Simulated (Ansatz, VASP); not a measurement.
**Two plane-wave programs on Cu**

```xyz
4
Lattice="2.5293 0.0000 0.0000 -1.2647 2.1905 0.0000 0.0000 0.0000 8.2639" Properties=species:S:1:pos:R:3 pbc="T T T"
Cu    0.0000    0.0000    0.0000
Cu    0.0000    1.4603    2.0660
Cu    0.0000    0.0000    4.1320
Cu    1.2647    0.7302    6.1980
```

Alike in both runs: functional r2SCAN; k mesh 18 × 18 × 6; occupations gaussian, width 0.1 eV; no spin polarisation.

Ansatz relaxed the structure, and its values are those at the end. VASP's run is a single point on that final structure, the one shown.

|  | VASP | Ansatz |
| --- | --- | --- |
| version | VASP 6.6.1 | Ansatz 0.2.0 |
| potentials or method | VASP PAW PBE potentials, release 64 (Cu), cutoff 520 eV | scalar-relativistic, plane waves, PAW |
| valence electrons in the cell | 44 | 76 |

Ansatz gave:

| Item | Value |
| --- | --- |
| gap on the k mesh at the Fermi level (eV) | none |
| pressure (GPa) | 0.0 |

Question: What did VASP give for the same quantities?

Answer: gap on the k mesh at the Fermi level (eV): none; pressure (GPa): 0.7.

VASP's potentials were made for PBE, not for r2SCAN. A gap of «none» marks a metal or a gap that the smearing closes. VASP's potentials hold 44 valence electrons a cell and Ansatz's 76, so a difference there can come from the potentials and not from the codes.
